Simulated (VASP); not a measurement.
# MgO: single point with PBE

MgO:

```
Mg O
1.0
     0.00000    2.10850    2.10850
     2.10850    0.00000    2.10850
     2.10850    2.10850    0.00000
Mg O
1 1
Direct
  0.00000 0.00000 0.00000
  0.50000 0.50000 0.50000
```

| Property | Result |
| --- | --- |
| Program | VASP 6.6.1 |
| Task | single point |
| Functional | PBE |
| Potentials or basis | VASP PAW PBE potentials, release 64 (Mg_sv, O) |
| Cutoff | 840 eV |
| k mesh | 3 × 3 × 3 |
| Occupations | gaussian, width 0.01 eV |
| Spin | no spin polarisation |

```yaml
Pressure: 4.7 GPa
Band_gap_on_the_k_mesh: 4.66 eV
```

Levels at points of the mesh, in eV from the valence-band top:
```tsv
k point	band 4	band 5	band 6	band 7	band 8	band 9	band 10	band 11	band 12	band 13
(0.00, 0.00, 0.00)	-39.12	-17.24	0.00	0.00	0.00	4.66	15.72	15.72	15.72	19.63
```

Wall time 14 s on 1 thread of AMD EPYC 7571, on a shared host, peak memory 0.11 GiB.

Caveat: the k points lie up to 0.86 Å⁻¹ apart, too coarse for converged energies, forces and pressures. A hybrid or GW would open this gap; PBE tends to underestimate it.
